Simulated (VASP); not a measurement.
Write the native input for VASP 6.6.1 that does the following.

- Task: single point
- Functional: PBEsol
- Dispersion: D3(BJ)
- Potentials or basis: VASP PAW PBE potentials, release 64 (C)
- Cutoff: 520 eV
- k mesh: 15 × 15 × 15
- Occupations: gaussian, width 0.05 eV
- Spin: no spin polarisation
- Dipole correction: no
- Further INCAR settings: ALGO = Normal; EDIFF = 1e-06; NBANDS = 11

The structure of C lies in POSCAR:

```
C
1.0
    1.2086040829      0.6977878926      3.2287303307
   -1.2086040829      0.6977878926      3.2287303307
    0.0000000000     -1.3955757852      3.2287303307
C
2
Direct
    0.1665835217      0.1665835217      0.1665835217
    0.8334164783      0.8334164783      0.8334164783
```

This cell differs from its parent crystal: the cell strained.

One way to write it, as run:

INCAR

```
SYSTEM = C
PREC = Accurate
ENCUT = 520
EDIFF = 1E-6
ISMEAR = 0
SIGMA = 0.05
LREAL = .False.
LASPH = .True.
NELM = 100
ALGO = Normal
ISIF = 2
LWAVE = .False.
LCHARG = .False.
GGA = PS
IVDW = 12
NBANDS = 11
```

KPOINTS

```
regular mesh
0
Gamma
  15 15 15
  0 0 0
```

Potentials or basis: VASP PAW PBE potentials, release 64 (C).

Run with:

```bash
$ cat potpaw_PBE.64/C/POTCAR > POTCAR
$ mpirun -np 1 vasp_std > vasp.out
```

It gave:

- Pressure: 17.6 GPa
- Dispersion energy per atom: -0.114 eV

Caveat: the cell differs from its parent crystal (the cell strained); the cell stands under pressure; the PAW data sets were made with another functional, which shifts forces and pressure a little.

Run time: 68 s on 1 thread of Intel(R) Xeon(R) Platinum 8488C (Sapphire Rapids) (shared host), peak memory 0.19 GiB.
